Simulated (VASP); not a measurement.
# Li16Br13Cl3 (P1) in VASP: single point with PBEsol

Aim: the single point of Li16Br13Cl3 with PBEsol.

Program: VASP 6.6.1. These are calculated values, not measurements. Logs are shortened: lines on timing, memory, paths and dates and some standing lists are left out, and cuts for length are marked.

### 1 The cell of the first run

The typed cell holds 64 atoms: a = 10.700 Å, b = 10.700 Å, c = 10.700 Å, α = 90.00°, β = 90.00°, γ = 90.00°.

### 2 Single point, PBEsol

The input, INCAR:

```
SYSTEM = Li16Br13Cl3
PREC     = Accurate       ! precision mode
ENCUT    = 520            ! plane-wave cutoff, eV
EDIFF    = 1E-6           ! SCF threshold, eV
ISMEAR   = -1             ! smearing method
SIGMA    = 0.05           ! smearing width, eV
LREAL    = Auto         
LASPH    = .True.         ! aspherical terms in the spheres
NELM     = 80             ! most SCF steps
ALGO     = Normal         ! electronic algorithm
ISIF     = 2              ! what is computed and relaxed
LWAVE    = .False.        ! write WAVECAR
LCHARG   = .False.        ! write CHGCAR
GGA      = PS             ! functional
NBANDS   = 198            ! bands
ISYM     = 0
```

The input, KPOINTS:

```
Automatic mesh
0
Gamma
  1 1 1
  0.25 0.25 0.25
```

The input, POSCAR:

```
Li16Br13Cl3
1.0
   10.7001509611      0.0000000000      0.0000000000
    0.0000000000     10.7001509611      0.0000000000
    0.0000000000      0.0000000000     10.7001509611
Cl Br Li
6 26 32
Direct
    0.2522770000      0.9965470000      0.9996560000
    0.2512700000      0.5028160000      0.0010120000
    0.0002940000      0.2497900000      0.4999460000
    0.4957550000      0.7510080000      0.0000010000
    0.4980310000      0.9981270000      0.7530190000
    0.2516480000      0.7500220000      0.2453740000
    0.2503290000      0.9999620000      0.4996470000
    0.2492500000      0.5000450000      0.4986220000
    0.7472270000      0.9987000000      0.9992030000
    0.7501960000      0.0008330000      0.5012350000
    0.7486960000      0.5009810000      0.9999950000
    0.7509410000      0.4990910000      0.4999890000
    0.0023710000      0.2495960000      0.9999380000
    0.0039110000      0.7498200000      0.0009810000
    0.0014500000      0.7499560000      0.4987780000
    0.4974350000      0.2483630000      0.9990700000
    0.4997360000      0.2487770000      0.5010680000
    0.4988810000      0.7509720000      0.4998170000
    0.0024390000      0.9995670000      0.2494850000
    0.0012260000      0.0005900000      0.7500490000
    0.0023430000      0.4999410000      0.2493510000
    0.0011790000      0.4988230000      0.7499400000
    0.4977150000      0.9978460000      0.2475240000
    0.4977390000      0.5018830000      0.2476180000
    0.4984410000      0.5007450000      0.7520730000
    0.2491130000      0.2498130000      0.2485860000
    0.2500150000      0.2488920000      0.7512180000
    0.2520310000      0.7510700000      0.7534110000
    0.7508680000      0.2496730000      0.2507320000
    0.7497030000      0.2486660000      0.7491950000
    0.7488510000      0.7498300000      0.2488220000
    0.7478290000      0.7509410000      0.7513110000
    0.0100600000      0.9994760000      0.9983470000
    0.0023440000      0.0071150000      0.5010630000
    0.0099100000      0.4997560000      0.9994060000
    0.0017700000      0.4926480000      0.4998080000
    0.4905830000      0.9926080000      0.9932330000
    0.4984490000      0.9997170000      0.5079410000
    0.4904110000      0.5065900000      0.9987540000
    0.4979810000      0.4999580000      0.5014760000
    0.2501830000      0.2503340000      0.0012160000
    0.2429670000      0.2500570000      0.4986730000
    0.2567330000      0.7503370000      0.0061270000
    0.2503760000      0.7501420000      0.4909000000
    0.7502080000      0.2499160000      0.0000070000
    0.7575850000      0.2500230000      0.4997190000
    0.7417960000      0.7500140000      0.0013730000
    0.7502790000      0.7501640000      0.4985950000
    0.2514160000      0.9927010000      0.2391940000
    0.2567870000      0.9987010000      0.7592710000
    0.2503420000      0.5073620000      0.2401830000
    0.2511260000      0.5017030000      0.7605860000
    0.7487030000      0.9981530000      0.2485350000
    0.7415080000      0.9994540000      0.7521120000
    0.7497750000      0.5011590000      0.2482080000
    0.7480480000      0.5001010000      0.7518780000
    0.0012280000      0.2494140000      0.2575910000
    0.0001400000      0.2483780000      0.7430050000
    0.0076730000      0.7499200000      0.2496800000
    0.0015980000      0.7510930000      0.7498940000
    0.4982370000      0.2482840000      0.2502020000
    0.4993760000      0.2407620000      0.7502390000
    0.4923440000      0.7510910000      0.2419820000
    0.4984200000      0.7562800000      0.7566540000
```

Potentials or basis: VASP PAW PBE potentials, release 64 (Cl, Br, Li_sv).

On the command line:

```
$ cat potpaw_PBE.64/Cl/POTCAR potpaw_PBE.64/Br/POTCAR potpaw_PBE.64/Li_sv/POTCAR > POTCAR
$ mpirun -np 1 vasp_std > vasp.out
```

OUTCAR:

```text
SYSTEM = Li16Br13Cl3
   PREC = Accurate
   ENCUT = 520
   EDIFF = 1E-6
   ISMEAR = -1
   LREAL = Auto
   LASPH = .True.
   NELM = 80
   ISIF = 2
   GGA = PS
   ISYM = 0

 ion  position               nearest neighbor table
   1  0.252  0.997  1.000-  37 2.55  49 2.56  50 2.57  33 2.59
   2  0.251  0.503  0.001-  39 2.56  51 2.56  52 2.57  35 2.58
   3  0.000  0.250  0.500-  57 2.59  42 2.60  34 2.60  46 2.60  36 2.60  58 2.60
   4  0.496  0.751  0.000-  43 2.56  37 2.59  63 2.59  64 2.60  39 2.62  47 2.63
   5  0.498  0.998  0.753-  37 2.57  50 2.58  64 2.59  62 2.60  54 2.61  38 2.62
   6  0.252  0.750  0.245-  43 2.56  63 2.58  51 2.60  49 2.60  59 2.61  44 2.63
   7  0.250  1.000  0.500-  34 2.65  38 2.66  44 2.67  42 2.68
   8  0.249  0.500  0.499-  36 2.65  40 2.66  42 2.68  44 2.68
   9  0.747  0.999  0.999-  54 2.64  47 2.66  53 2.67  45 2.69
  10  0.750  0.001  0.501-  46 2.67  48 2.68  54 2.69  38 2.69
  11  0.749  0.501  1.000-  56 2.65  55 2.66  47 2.67  45 2.69
  12  0.751  0.499  0.500-  46 2.67  36 2.68  48 2.69  55 2.69  56 2.70
  13  0.002  0.250  1.000-  41 2.65  33 2.68  35 2.68  45 2.70
  14  0.004  0.750  0.001-  59 2.66  33 2.67  35 2.68  60 2.69
  15  0.001  0.750  0.499-  44 2.66  59 2.67  60 2.69  48 2.69
  16  0.497  0.248  0.999-  41 2.65  62 2.66  61 2.69
  17  0.500  0.249  0.501-  38 2.67  62 2.67  61 2.68  40 2.69
  18  0.499  0.751  0.500-  44 2.66  38 2.66  40 2.69  48 2.69
  19  0.002  1.000  0.249-  49 2.67  59 2.67  57 2.67  33 2.69  34 2.69
  20  0.001  0.001  0.750-  58 2.65  33 2.66  34 2.67  60 2.67
  21  0.002  0.500  0.249-  51 2.66  59 2.68  35 2.68  36 2.68  57 2.68
  22  0.001  0.499  0.750-  35 2.67  52 2.68  36 2.68  58 2.68
  23  0.498  0.998  0.248-  49 2.64  63 2.64  61 2.68  53 2.69
  24  0.498  0.502  0.248-  51 2.65  39 2.66  63 2.67  55 2.70
  25  0.498  0.501  0.752-  39 2.64  52 2.65  56 2.67  40 2.68
  26  0.249  0.250  0.249-  41 2.65  57 2.65  61 2.67  42 2.68
  27  0.250  0.249  0.751-  62 2.67  41 2.68  58 2.68  50 2.68
  28  0.252  0.751  0.753-  64 2.64  50 2.65  52 2.67  60 2.68
  29  0.751  0.250  0.251-  46 2.67  57 2.68  45 2.68  55 2.69  53 2.69
  30  0.750  0.249  0.749-  54 2.67  46 2.67  62 2.68  58 2.68  45 2.68  56 2.69
  31  0.749  0.750  0.249-  47 2.65  53 2.66  55 2.66  48 2.67
  32  0.748  0.751  0.751-  54 2.66  64 2.67  47 2.68  56 2.68
  33  0.010  0.999  0.998-   1 2.59  20 2.66  14 2.67  13 2.68  19 2.69
  34  0.002  0.007  0.501-   3 2.60   7 2.65  20 2.67  19 2.69
  35  0.010  0.500  0.999-   2 2.58  22 2.67  21 2.68  14 2.68  13 2.68
  36  0.002  0.493  0.500-   3 2.60   8 2.65  22 2.68  21 2.68  12 2.68
  37  0.491  0.993  0.993-   1 2.55   5 2.57   4 2.59
  38  0.498  1.000  0.508-   5 2.62   7 2.66  18 2.66  17 2.67  10 2.69
  39  0.490  0.507  0.999-   2 2.56   4 2.62  25 2.64  24 2.66
  40  0.498  0.500  0.501-   8 2.66  25 2.68  18 2.69  17 2.69
  41  0.250  0.250  0.001-  16 2.65  26 2.65  13 2.65  27 2.68
  42  0.243  0.250  0.499-   3 2.60   8 2.68  26 2.68   7 2.68
  43  0.257  0.750  0.006-   4 2.56   6 2.56
  44  0.250  0.750  0.491-   6 2.63  18 2.66  15 2.66   7 2.67   8 2.68
[... 235 lines left out ...]
   EFERMI =   0.00;   METHOD = LEGACY
   ISMEAR =    -1;   SIGMA  =   0.05  broadening in eV -4-tet -1-fermi 0-gaus
   EFERMI_NEDOS =   21; number of points for ismear=-14 and -15
   IALGO  =     38    algorithm
   IMIX   =      4    mixing-type and parameters
     AMIX     =   0.40;   BMIX     =  1.00
     AMIX_MAG =   1.60;   BMIX_MAG =  1.00
  volume/ion in A,a.u.               =      19.14       129.18
  Fermi-wavevector in a.u.,A,eV,Ry     =   1.046490  1.977579 14.900291  1.095140
  Thomas-Fermi vector in A             =   2.181330
   LORBIT       =      0    0 simple, 1 ext, 2 COOP (PROOUT), +10 PAW based schemes
   GGA     = PS    functional components
   LHFCALC =     F    Hartree Fock is set to
   AEXX    =    0.0000 exact exchange contribution
   IVDW    =     0    specifies the selected vdW correction
   LEPSILON=     F    determine dielectric tensor
   LRPA    =     F    only Hartree local field effects (RPA)
 non-spin polarized calculation
  energy-cutoff  :      520.00
  volume of cell :     1225.09
 maximum number of plane-waves:     33005
   NGX = 39   NGY = 39   NGZ = 39

 number of electron     319.9999853 magnetization

 Free energy of the ion-electron system (eV)
  ---------------------------------------------------
  ext. energy  EPLUGINS =         0.00000000
  ---------------------------------------------------
  free energy    TOTEN  =      -225.84700134 eV

  energy without entropy =     -225.84700134  energy(sigma->0) =     -225.84700134

 E-fermi :   2.0398     XC(G=0):  -8.8357

 val. band max:        0.7344555316   @ k =   0.2500   0.2500   0.2500
 cond. band min:       6.3519933752   @ k =  -0.2500  -0.2500   0.2500
 fundamental gap:      5.6175378435
 Fermi energy:         2.0397530443

 k-point     1 :       0.2500    0.2500    0.2500
  band No.  band energies     occupation
      1     -42.8789      2.00000
      2     -42.8743      2.00000
      3     -42.8711      2.00000
      4     -42.8673      2.00000
      5     -42.8671      2.00000
      6     -42.8645      2.00000
[... 689 lines left out ...]
    171       7.3315      0.00000
    172       7.3644      0.00000
 [bands above 172 left out]

------------------------ aborting loop because EDIFF is reached ----------------------------------------

  FORCE on cell =-STRESS in cart. coord.  units (eV):
  Direction    XX          YY          ZZ          XY          YZ          ZX
  --------------------------------------------------------------------------------------
  -------------------------------------------------------------------------------------
  Total        0.0691222      0.1665403      0.0634801     -0.0286479      0.0308639      0.0389730
  in kB        0.0903979      0.2178012      0.0830191     -0.0374656      0.0403637      0.0509688
  external PRESSURE =       0.1304061 kB  Pullay stress =       0.0000000 kB

 VOLUME and BASIS-vectors are now :
 -----------------------------------------------------------------------------
  energy-cutoff  :      520.00
  volume of cell :     1225.09
      direct lattice vectors                 reciprocal lattice vectors
    10.700150961  0.000000000  0.000000000     0.093456625  0.000000000  0.000000000
     0.000000000 10.700150961  0.000000000     0.000000000  0.093456625  0.000000000
     0.000000000  0.000000000 10.700150961     0.000000000  0.000000000  0.093456625

 POSITION                                       TOTAL-FORCE (eV/Angst)
 -----------------------------------------------------------------------------------
      2.69940     10.66320     10.69647         0.008819      0.001849      0.003933
      2.68863      5.38021      0.01083         0.003559      0.002610      0.003265
      0.00315      2.67279      5.34950         0.004697     -0.000996     -0.002071
      5.30465      8.03590      0.00001        -0.007820      0.002778     -0.000395
      5.32901     10.68011      8.05742        -0.003576      0.001735      0.000985
      2.69267      8.02535      2.62554         0.000872     -0.000136     -0.003000
[... 56 lines left out ...]
      5.26816      8.03679      2.58924         0.003791      0.000170      0.002640
      5.33317      8.09231      8.09631         0.000518      0.002019      0.001432
 -----------------------------------------------------------------------------------
    total drift:                                0.009110     -0.014023     -0.001604

  FREE ENERGIE OF THE ION-ELECTRON SYSTEM (eV)
  ---------------------------------------------------
  free  energy   TOTEN  =      -225.8470013391 eV

  energy  without entropy=     -225.8470013391  energy(sigma->0) =     -225.84700134
```

Wall time 51 min (1 thread of Intel Xeon 8259CL, shared host); peak memory 1.3 GiB.

What came out:

| Property | Result |
| --- | --- |
| Free energy | -225.8470 eV |
| Largest force | 0.013 eV/Å |
| Band gap on the k mesh | 5.62 eV |

Forces in eV/Å, atoms in the order of the input:
```
Cl   0.009  0.002  0.004
Cl   0.004  0.003  0.003
Cl   0.005 -0.001 -0.002
Cl  -0.008  0.003  0.000
Cl  -0.004  0.002  0.001
Cl   0.001  0.000 -0.003
Br  -0.003 -0.001  0.007
Br  -0.003  0.001  0.001
Br   0.006 -0.003 -0.004
Br  -0.004 -0.001 -0.006
Br   0.000 -0.001 -0.003
Br   0.003 -0.005  0.000
Br  -0.006 -0.003 -0.002
Br   0.000 -0.001  0.000
Br   0.001  0.002  0.001
Br  -0.001  0.002 -0.001
Br  -0.002 -0.003  0.000
Br  -0.004  0.003  0.000
Br  -0.008 -0.001 -0.002
Br   0.005  0.002  0.005
Br  -0.005 -0.002 -0.002
Br   0.003  0.002  0.006
Br  -0.006 -0.007 -0.008
Br  -0.009  0.001 -0.007
Br   0.004  0.003  0.003
Br  -0.002 -0.003 -0.002
Br   0.000 -0.005  0.002
Br   0.005  0.001  0.001
Br   0.006 -0.003  0.004
Br   0.000  0.001  0.002
Br  -0.002  0.001 -0.001
Br   0.002 -0.004 -0.003
Li   0.001  0.002 -0.001
Li  -0.005  0.000  0.005
Li  -0.002  0.001  0.003
Li   0.000 -0.002  0.001
Li   0.010  0.002  0.005
Li  -0.002  0.000  0.001
Li   0.006  0.005 -0.002
Li   0.001 -0.002  0.003
Li  -0.002  0.000  0.006
Li   0.000  0.001 -0.004
Li  -0.004  0.000 -0.001
Li  -0.002 -0.002  0.003
Li   0.000 -0.001  0.003
Li   0.001  0.000  0.001
Li  -0.001 -0.002  0.001
Li   0.000 -0.003 -0.006
Li   0.000 -0.003  0.009
Li   0.000 -0.004 -0.004
Li  -0.002  0.003  0.006
Li  -0.001 -0.001 -0.009
Li  -0.003  0.002 -0.002
Li   0.003  0.000 -0.003
Li   0.001  0.003 -0.001
Li   0.002 -0.001 -0.002
Li   0.001  0.001  0.000
Li  -0.002 -0.001 -0.004
Li   0.002  0.000  0.001
Li   0.001  0.005 -0.002
Li   0.003 -0.002  0.001
Li   0.004  0.008 -0.003
Li   0.004  0.000  0.003
Li   0.001  0.002  0.001
```

Levels at points of the mesh, in eV from the valence-band top:
```tsv
k point	band 158	band 159	band 160	band 161	band 162	band 163
(0.25, 0.25, 0.25)	-0.13	-0.04	0.00	5.62	5.73	6.19
```

Caveat: the cutoff is under 1.25 times the usual one of these potentials, so pressure, stress and relaxed cells hold a basis-set (Pulay) error; the PAW data sets were made with another functional, which shifts forces and pressure a little; a shifted mesh leaves out Γ, where band edges can lie.
